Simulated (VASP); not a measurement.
Input of a VASP 6.6.1 run:

Contents of INCAR:

```
SYSTEM = Li
PREC     = Accurate       ! precision mode
ENCUT    = 600            ! plane-wave cutoff, eV
EDIFF    = 1E-6           ! SCF threshold, eV
ISMEAR   = 0              ! smearing method
SIGMA    = 0.1            ! smearing width, eV
LREAL    = .FALSE.        ! projectors in reciprocal space
LASPH    = .TRUE.         ! aspherical terms in the spheres
NELM     = 100            ! most SCF steps
ALGO     = Fast           ! electronic algorithm
ISIF     = 4              ! what is computed and relaxed
LWAVE    = .FALSE.        ! write WAVECAR
LCHARG   = .FALSE.        ! write CHGCAR
GGA      = PE             ! functional
IVDW     = 12             ! dispersion correction
IBRION   = 2              ! ionic algorithm
NSW      = 50             ! ionic steps
EDIFFG   = -0.01          ! ionic threshold
```

File KPOINTS:

```
regular mesh
0
G
  18 18 6
  0 0 0
```

The input POSCAR:

```
Li
1.0
    2.8269754130      0.0000000000      0.0000000000
   -1.4134877065      2.4482325235      0.0000000000
    0.0000000000      0.0000000000      9.2836728765
Li
4
Direct
    0.0000000000      0.0000000000      0.0000000000
    0.3333333333      0.6666666667      0.2500000000
    0.0000000000      0.0000000000      0.5000000000
    0.6666666667      0.3333333333      0.7500000000
```

Potentials or basis: VASP PAW PBE potentials, release 64 (Li_sv).

Command:

```sh
$ cat potpaw_PBE.64/Li_sv/POTCAR > POTCAR
$ mpirun -np 1 vasp_std > vasp.out
```

Predict the dispersion energy per atom.

-0.214 eV.

What does it give for the band gap on the k mesh?

Zero (bands 6 and 7 overlap by 4.42 eV).

Final structure:
```yaml
crystal:
  lattice:
    - [2.82698, 0.00000, 0.00000]
    - [-1.41349, 2.44823, 0.00000]
    - [0.00000, 0.00000, 9.28367]
  atoms:
    - { symbol: Li, position: [0.00000, 0.00000, 0.00000] }
    - { symbol: Li, position: [0.33333, 0.66667, 0.25000] }
    - { symbol: Li, position: [0.00000, 0.00000, 0.50000] }
    - { symbol: Li, position: [0.66667, 0.33333, 0.75000] }
```
